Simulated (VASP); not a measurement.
Wanted: the native input for a VASP 6.6.1 run.

```
Task                   : single point
Functional             : PBE
Potentials or basis    : VASP PAW PBE potentials, release 64 (Ti_sv, Ga_d, C, N)
Cutoff                 : 520 eV
k mesh                 : 4 × 4 × 4
Occupations            : gaussian, width 0.1 eV
Spin                   : collinear spin, ferromagnetic start
Starting moments       : [1.0, 0.0, 0.0, 0.0, 0.0, 0.0, 0.0, 0.0, 0.0, 0.0] μB
Dipole correction      : no
Further INCAR settings : ALGO = Normal; EDIFF = 1e-06; NBANDS = 46
```

The structure of TiGaC4N4 lies in POSCAR:

```
TiGaC4N4
1.0
    5.8843539400      0.0000000000      0.0000000000
    0.0000000000      5.8843539400      0.0000000000
    0.0000000000      0.0000000000      5.8843539400
Ti Ga C N
1 1 4 4
Direct
    0.5000000000      0.5000000000      0.5000000000
    0.0000000000      0.0000000000      0.0000000000
    0.1860282600      0.1860282600      0.1860282600
    0.1860282600      0.8139717400      0.8139717400
    0.8139717400      0.1860282600      0.8139717400
    0.8139717400      0.8139717400      0.1860282600
    0.3008241800      0.3008241800      0.3008241800
    0.3008241800      0.6991758200      0.6991758200
    0.6991758200      0.3008241800      0.6991758200
    0.6991758200      0.6991758200      0.3008241800
```

One way to write it, as run:

INCAR

```
PREC = Accurate
ENCUT = 520
EDIFF = 1E-6
ISMEAR = 0
SIGMA = 0.1
LREAL = False
LASPH = True
NELM = 150
ALGO = Normal
ISIF = 2
LWAVE = False
LCHARG = False
ISPIN = 2
MAGMOM = 1 0 0 0 0 0 0 0 0 0
LORBIT = 11
LMAXMIX = 4
GGA = PE
NBANDS = 46
```

KPOINTS

```
Automatic mesh
0
Gamma
  4 4 4
```

Potentials or basis: VASP PAW PBE potentials, release 64 (Ti_sv, Ga_d, C, N).

Launch:

```sh
$ cat potpaw_PBE.64/Ti_sv/POTCAR potpaw_PBE.64/Ga_d/POTCAR potpaw_PBE.64/C/POTCAR potpaw_PBE.64/N/POTCAR > POTCAR
$ mpirun -np 1 vasp_std > vasp.out
```

Results of the run:

```json
{
  "Pressure": "3.9 GPa",
  "Largest force": "1.395 eV/Å",
  "Net moment": "2.84 μB per cell",
  "Site moments": "Ti +1.36; Ga +0.03; C +0.13; N -0.02 μB",
  "Valence electrons inside the program's atomic spheres": "Ti 10.29; Ga 12.08; C 2.63; N 3.90"
}
```

Caveat: forces of over 1 eV/Å act on the atoms, so gaps and moduli don't describe the material at rest.

Run time: 11 min on 1 thread of AMD EPYC 7R13 (shared host), peak memory 0.46 GiB.
